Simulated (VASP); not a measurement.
# Ti (P6_3/mmc) in VASP: further runs

The runs below take Ti through single point, with PBEsol.

All numbers are computed with VASP 6.6.1; they aren't measurements. Logs are shortened: lines on timing, memory, paths and dates and some standing lists are left out, and cuts for length are marked.

## (1) The cell of the first run

The structure is hexagonal, space group P6_3/mmc (No. 194). Conventional cell: a = 2.950 Å, b = 2.950 Å, c = 4.592 Å, α = 90.00°, β = 90.00°, γ = 120.00°. Within 3.8 Å of Ti (site symmetry -6m2) lie 12 Ti at 2.86 to 2.95 Å.

## (2) Single point, PBEsol (strain -0.0200 x Voigt [0, 0, 1, 0, 0, 0])

Contents of INCAR:

```
PREC = Accurate
ENCUT = 520
EDIFF = 1E-6
ISMEAR = 0
SIGMA = 0.15
LREAL = F
LASPH = T
NELM = 100
ALGO = Fast
ISIF = 2
LWAVE = F
LCHARG = F
GGA = PS
NBANDS = 19
```

Contents of KPOINTS:

```
regular mesh
0
Gamma
  18 18 10
```

Contents of POSCAR:

```
Ti
1.0
    2.9499978604      0.0000000000      0.0000000000
   -1.4749989302      2.5547730882      0.0000000000
    0.0000000000      0.0000000000      4.5922800000
Ti
2
Direct
    0.3333333333      0.6666666667      0.2500000000
    0.6666666667      0.3333333333      0.7500000000
```

Potentials or basis: VASP PAW PBE potentials, release 64 (Ti_sv).

Command:

```
$ cat potpaw_PBE.64/Ti_sv/POTCAR > POTCAR
$ mpirun -np 1 vasp_std > vasp.out
```

OUTCAR:

```text
PREC = Accurate
   ENCUT = 520
   EDIFF = 1E-6
   ISMEAR = 0
   LREAL = F
   LASPH = T
   NELM = 100
   ISIF = 2
   GGA = PS

 ion  position               nearest neighbor table
   1  0.333  0.667  0.250-   2 2.86   2 2.86   2 2.86   2 2.86   2 2.86   2 2.86
   2  0.667  0.333  0.750-   1 2.86   1 2.86   1 2.86   1 2.86   1 2.86   1 2.86

  LATTYP: Found a hexagonal cell.
 ALAT       =     2.9499978604
 C/A-ratio  =     1.5567062138

  Lattice vectors:

 A1 = (   2.9499978604,   0.0000000000,   0.0000000000)
 A2 = (  -1.4749989302,   2.5547730882,   0.0000000000)
 A3 = (   0.0000000000,   0.0000000000,   4.5922800000)

Analysis of symmetry for initial positions (statically):
=====================================================================
 Subroutine PRICEL returns:
 Original cell was already a primitive cell.

 Routine SETGRP: Setting up the symmetry group for a
 hexagonal supercell.

 Subroutine GETGRP returns: Found 24 space group operations
 (whereof 12 operations were pure point group operations)
 out of a pool of 24 trial point group operations.

The static configuration has the point symmetry D_3d.
 The point group associated with its full space group is D_6h.

Analysis of symmetry for dynamics (positions and initial velocities):
=====================================================================
 Subroutine PRICEL returns:
 Original cell was already a primitive cell.

 Routine SETGRP: Setting up the symmetry group for a
 hexagonal supercell.

 Subroutine GETGRP returns: Found 24 space group operations
 (whereof 12 operations were pure point group operations)
 out of a pool of 24 trial point group operations.

The dynamic configuration has the point symmetry D_3d.
 The point group associated with its full space group is D_6h.

 Subroutine INISYM returns: Found 24 space group operations
 (whereof 12 operations are pure point group operations),
 and found     1 'primitive' translations

----------------------------------------------------------------------------------------

                                     Primitive cell

  volume of cell :      34.6101

[... 80 lines left out ...]
   ISTART =      0    job   : 0-new  1-cont  2-samecut
   ICHARG =      2    charge: 1-file 2-atom 10-const
   ISPIN  =      1    spin polarized calculation?
   LNONCOLLINEAR =      F non collinear calculations
   LSORBIT =      F    spin-orbit coupling
   LASPH  =      T    aspherical Exc in radial PAW
   ENCUT  =  520.0 eV  38.22 Ry    6.18 a.u.   5.49  5.49  8.54*2*pi/ulx,y,z
   NELM   =    100;   NELMIN=  2; NELMDL= -5     # of ELM steps
   EDIFF  = 0.1E-05   stopping-criterion for ELM
   LREAL  =      F    real-space projection
   EDIFFG = 0.1E-04   stopping-criterion for IOM
   NSW    =      0    number of steps for IOM
   IBRION =     -1    ionic relax: 0-MD 1-quasi-New 2-CG
   NFREE  =      0    steps in history (QN), initial steepest desc. (CG)
   ISIF   =      2    stress and relaxation
   ISYM   =      2    0-nonsym 1-usesym 2-fastsym
   POTIM  = 0.5000    time-step for ionic-motion
   TEBEG  =    0.0;   TEEND  =   0.0 temperature during run
   PSTRESS=    0.0 pullay stress
   NELECT =      24.0000    total number of electrons
   NUPDOWN=      -1.0000    fix difference up-down
   EMIN   =  10.00;   EMAX   =-10.00  energy-range for DOS
   EFERMI =   0.00;   METHOD = LEGACY
   ISMEAR =     0;   SIGMA  =   0.15  broadening in eV -4-tet -1-fermi 0-gaus
   EFERMI_NEDOS =   21; number of points for ismear=-14 and -15
   IALGO  =     68    algorithm
   IMIX   =      4    mixing-type and parameters
     AMIX     =   0.40;   BMIX     =  1.00
     AMIX_MAG =   1.60;   BMIX_MAG =  1.00
  volume/ion in A,a.u.               =      17.31       116.78
  Fermi-wavevector in a.u.,A,eV,Ry     =   1.449031  2.738272 28.568042  2.099692
  Thomas-Fermi vector in A             =   2.566804
   LORBIT       =      0    0 simple, 1 ext, 2 COOP (PROOUT), +10 PAW based schemes
   GGA     = PS    functional components
   LHFCALC =     F    Hartree Fock is set to
   AEXX    =    0.0000 exact exchange contribution
   IVDW    =     0    specifies the selected vdW correction
   LEPSILON=     F    determine dielectric tensor
   LRPA    =     F    only Hartree local field effects (RPA)
 non-spin polarized calculation
 RMM-DIIS sequential band-by-band and
 Gauss-broadening in eV      SIGMA  =   0.15
  energy-cutoff  :      520.00
  volume of cell :       34.61
 maximum number of plane-waves:       958
 NGX is ok and might be reduce to    24
   NGX = 11   NGY = 11   NGZ = 17

 number of electron      24.0000005 magnetization

 Free energy of the ion-electron system (eV)
  ---------------------------------------------------
  ext. energy  EPLUGINS =         0.00000000
  ---------------------------------------------------
  free energy    TOTEN  =       -16.67273483 eV

  energy without entropy =      -16.64920954  energy(sigma->0) =      -16.66097218

 E-fermi :   8.2503     XC(G=0): -11.6522

 val. band max:        8.2496385555   @ k =   0.2778   0.2778   0.4000
 cond. band min:       8.2649601147   @ k =   0.1667   0.0000   0.2000
 fundamental gap:      0.0153215592
 Fermi energy:         8.2503473908

 k-point     1 :       0.0000    0.0000    0.0000
  band No.  band energies     occupation
      1     -48.3798      2.00000
      2     -48.2290      2.00000
      3     -25.0898      2.00000
      4     -24.4302      2.00000
      5     -24.4302      2.00000
      6     -24.3376      2.00000
[... 505 lines left out ...]
      6     -24.5945      2.00000
[... 11 lines left out ...]
     18      11.8024      0.00000
     19      12.4616      0.00000

 [... further k-points ...]

------------------------ aborting loop because EDIFF is reached ----------------------------------------

  FORCE on cell =-STRESS in cart. coord.  units (eV):
  Direction    XX          YY          ZZ          XY          YZ          ZX
  --------------------------------------------------------------------------------------
  -------------------------------------------------------------------------------------
  Total       -0.9750134     -0.9750134     -0.6146394      0.0000000     -0.0000000      0.0000000
  in kB      -45.1355534    -45.1355534    -28.4530351      0.0000000     -0.0000000      0.0000000
  external PRESSURE =     -39.5747140 kB  Pullay stress =       0.0000000 kB

 VOLUME and BASIS-vectors are now :
 -----------------------------------------------------------------------------
  energy-cutoff  :      520.00
  volume of cell :       34.61
      direct lattice vectors                 reciprocal lattice vectors
     2.949997860  0.000000000  0.000000000     0.338983297  0.195712098  0.000000000
    -1.474998930  2.554773088  0.000000000     0.000000000  0.391424195  0.000000000
     0.000000000  0.000000000  4.592280000     0.000000000  0.000000000  0.217756757

 POSITION                                       TOTAL-FORCE (eV/Angst)
 -----------------------------------------------------------------------------------
     -0.00000      1.70318      1.14807        -0.000000     -0.000000      0.000000
      1.47500      0.85159      3.44421         0.000000      0.000000      0.000000
 -----------------------------------------------------------------------------------
    total drift:                               -0.000000      0.000000     -0.000000

  FREE ENERGIE OF THE ION-ELECTRON SYSTEM (eV)
  ---------------------------------------------------
  free  energy   TOTEN  =       -16.6727348323 eV

  energy  without entropy=      -16.6492095360  energy(sigma->0) =      -16.66097218
```

It took 8.9 min on 1 thread of Intel Xeon 8259CL, shared host; peak memory 0.25 GiB.

What came out:

* Free energy: -16.6727 eV
* Pressure: -4.0 GPa
* Band gap on the k mesh: zero (bands 12 and 13 overlap by 1.08 eV)

Caveat: the cell differs from its parent crystal (strain -0.0200 x Voigt [0, 0, 1, 0, 0, 0]); the cell stands under tension; the PAW data sets were made with another functional, which shifts forces and pressure a little.

## (3) Single point, PBEsol (strain -0.0100 x Voigt [0, 0, 1, 0, 0, 0])

Contents of INCAR:

```
SYSTEM = Ti
  PREC = Accurate
  ENCUT = 520
  EDIFF = 1E-6
  ISMEAR = 0
  SIGMA = 0.15
  LREAL = .FALSE.
  LASPH = .TRUE.
  NELM = 60
  ALGO = Fast
  ISIF = 2
  LWAVE = .FALSE.
  LCHARG = .FALSE.
  GGA = PS
  NBANDS = 19
```

Contents of KPOINTS:

```
Automatic mesh
0
G
  18 18 10
  0 0 0
```

Edit POSCAR of step 2 so:

```diff
@@ -4,3 +4,3 @@
    -1.4749989302      2.5547730882      0.0000000000
-    0.0000000000      0.0000000000      4.5922800000
+    0.0000000000      0.0000000000      4.6391400000
 Ti
```

Potentials or basis: VASP PAW PBE potentials, release 64 (Ti_sv).

Command:

```
$ cat potpaw_PBE.64/Ti_sv/POTCAR > POTCAR
$ mpirun -np 1 vasp_std > vasp.out
```

Wall time 9.4 min (1 thread of Intel Xeon 8259CL, shared host); peak memory 0.25 GiB.

The run converged. Its results:

```
Free energy            : -16.6645 eV
Pressure               : -5.4 GPa
Band gap on the k mesh : zero (bands 12 and 13 overlap by 1.08 eV)
```

Stress tensor (GPa, compression positive):
```
-5.55  0.00  0.00
 0.00 -5.55  0.00
 0.00  0.00 -5.02
```

Levels at points of the mesh, in eV from the Fermi level:
| k point | band 10 | band 11 | band 12 | band 13 | band 14 | band 15 |
| --- | --- | --- | --- | --- | --- | --- |
| (0.00, 0.00, 0.00) | -2.67 | 0.76 | 0.76 | 0.83 | 0.93 | 1.27 |
| (0.50, 0.00, 0.00) | -2.15 | -1.83 | -0.65 | 0.43 | 0.64 | 1.20 |
| (0.00, 0.00, 0.50) | -4.33 | 0.12 | 0.12 | 0.65 | 0.65 | 0.65 |
| (0.50, 0.00, 0.50) | -2.53 | -0.79 | -0.79 | 1.31 | 1.31 | 1.69 |

Caveat: the cell differs from its parent crystal (strain -0.0100 x Voigt [0, 0, 1, 0, 0, 0]); the cell stands under tension; the PAW data sets were made with another functional, which shifts forces and pressure a little.
